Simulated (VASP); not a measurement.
**GePd3: single point with r2SCAN**

GePd3:

```xyz
8
Lattice="5.3799 0.0000 0.0000 0.0000 4.3542 0.0000 0.0000 0.0000 4.7413" Properties=species:S:1:pos:R:3 pbc="T T T"
Pd    0.0000    2.1771    3.1767
Pd    2.6899    0.0000    1.5646
Pd    1.3450    0.0000    3.9495
Pd    4.0349    0.0000    3.9495
Pd    4.0349    2.1771    0.7918
Pd    1.3450    2.1771    0.7918
Ge    0.0000    0.0000    1.5646
Ge    2.6899    2.1771    3.1767
```

- Program: VASP 6.6.1
- Task: single point
- Functional: r2SCAN
- Potentials or basis: VASP PAW PBE potentials, release 64 (Pd, Ge_d)
- Cutoff: 520 eV
- k mesh: 4 × 4 × 4
- Occupations: fermi-dirac, width 0.0132 eV
- Spin: no spin polarisation
- Dipole correction: no
- Further INCAR settings: ALGO = Normal; EDIFF = 1e-06; NBANDS = 54

```yaml
Pressure: 13.7 GPa
Largest_force: 0.641 eV/Å
Band_gap_on_the_k_mesh: zero (band 44 reaches 11.48 eV, above the bottom of band 45 at 10.41 eV)
```

Forces in eV/Å, atoms in the order of the input:
```
Pd   0.000  0.000 -0.641
Pd   0.000  0.000  0.641
Pd   0.084  0.000 -0.507
Pd  -0.084  0.000 -0.507
Pd   0.084  0.000  0.507
Pd  -0.084  0.000  0.507
Ge   0.000  0.000 -0.279
Ge   0.000  0.000  0.279
```

Stress tensor (GPa, compression positive):
```
15.75  0.00  0.00
 0.00 14.46  0.00
 0.00  0.00 10.79
```

Levels at points of the mesh, in eV from the Fermi level:
| k point | band 41 | band 42 | band 43 | band 44 | band 45 | band 46 | band 47 | band 48 |
| --- | --- | --- | --- | --- | --- | --- | --- | --- |
| (0.00, 0.00, 0.00) | -1.12 | -0.54 | -0.44 | -0.18 | 0.79 | 1.58 | 2.20 | 2.46 |
| (0.50, 0.00, 0.00) | -0.96 | -0.96 | 0.59 | 0.59 | 2.00 | 2.00 | 2.15 | 2.15 |
| (0.00, 0.50, 0.00) | -0.54 | -0.54 | -0.31 | -0.31 | 0.36 | 0.36 | 1.22 | 1.22 |
| (0.50, 0.50, 0.00) | -0.79 | -0.79 | -0.70 | -0.70 | 2.27 | 2.27 | 2.61 | 2.61 |
| (0.00, 0.00, 0.50) | -0.52 | -0.27 | 0.12 | 0.16 | 0.69 | 1.64 | 2.34 | 2.65 |
| (0.50, 0.00, 0.50) | -1.01 | -1.01 | -0.74 | -0.74 | 2.31 | 2.31 | 3.60 | 3.60 |
| (0.00, 0.50, 0.50) | -1.03 | -1.03 | -0.62 | -0.62 | -0.07 | -0.07 | -0.01 | -0.01 |
| (0.50, 0.50, 0.50) | -0.82 | -0.82 | -0.62 | -0.62 | -0.48 | -0.48 | -0.31 | -0.31 |

It took 6 min on 1 thread of Intel(R) Xeon(R) Platinum 8488C (Sapphire Rapids), on a shared host, peak memory 0.29 GiB.

Caveat: the k points lie up to 0.36 Å⁻¹ apart; the PAW data sets were made with another functional, which shifts forces and pressure a little.
